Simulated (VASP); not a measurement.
Write the native input for VASP 6.6.1 that does the following.

```
Task                   : electric field gradients
Functional             : r2SCAN
Potentials or basis    : VASP PAW PBE potentials, release 64 (Mg)
Cutoff                 : 520 eV
k mesh                 : 15 × 15 × 8
Occupations            : fermi-dirac, width 0.08 eV
Spin                   : no spin polarisation
Dipole correction      : no
Further INCAR settings : ALGO = Normal; EDIFF = 1e-08; NBANDS = 9
```

Mg:

```xyz
2
Lattice="3.2138 0.0000 0.0000 -1.6069 2.7832 0.0000 0.0000 0.0000 5.2089" Properties=species:S:1:pos:R:3 pbc="T T T"
Mg    0.0000    1.8555    1.3022
Mg    1.6069    0.9277    3.9066
```

This cell differs from its parent crystal: volume scaled by 1.04.

The input as run:

POSCAR

```
Mg
1.0
    3.2137652216      0.0000000000      0.0000000000
   -1.6068826108      2.7832023237      0.0000000000
    0.0000000000      0.0000000000      5.2088600914
Mg
2
Direct
    0.3333333333      0.6666666667      0.2500000000
    0.6666666667      0.3333333333      0.7500000000
```

INCAR.step1

```
PREC = Accurate
ENCUT = 520
ISMEAR = -1
SIGMA = 0.08
LREAL = False
LASPH = True
NELM = 100
NBANDS = 9
GGA = PE
ALGO = Normal
EDIFF = 1E-4
LWAVE = True
LCHARG = False
```

INCAR.step2

```
PREC = Accurate
ENCUT = 520
EDIFF = 1E-8
ISMEAR = -1
SIGMA = 0.08
LREAL = False
LASPH = True
NELM = 100
ALGO = Normal
ISIF = 2
LWAVE = False
LCHARG = False
METAGGA = R2SCAN
LMIXTAU = True
LEFG = True
NBANDS = 9
ISTART = 1
```

KPOINTS

```
Automatic mesh
0
Gamma
  15 15 8
```

Potentials or basis: VASP PAW PBE potentials, release 64 (Mg).

Run with:

```sh
$ cat potpaw_PBE.64/Mg/POTCAR > POTCAR
$ cp INCAR.step1 INCAR
$ mpirun -np 1 vasp_std > vasp.out
$ cp INCAR.step2 INCAR
$ mpirun -np 1 vasp_std > vasp.out
```

It gave:

```
Pressure               : -1.4 GPa
Band gap on the k mesh : zero (band 2 reaches 3.50 eV, above the bottom of band 3 at 1.39 eV)
```

Caveat: without QUAD_EFG the Cq values of the log hold for a quadrupole moment of 1 mb, not for the nuclei; the PAW data sets were made with another functional, which shifts forces and pressure a little.

Wall time 84 s on 1 thread of Intel(R) Xeon(R) Platinum 8488C (Sapphire Rapids), on a shared host, peak memory 0.19 GiB.
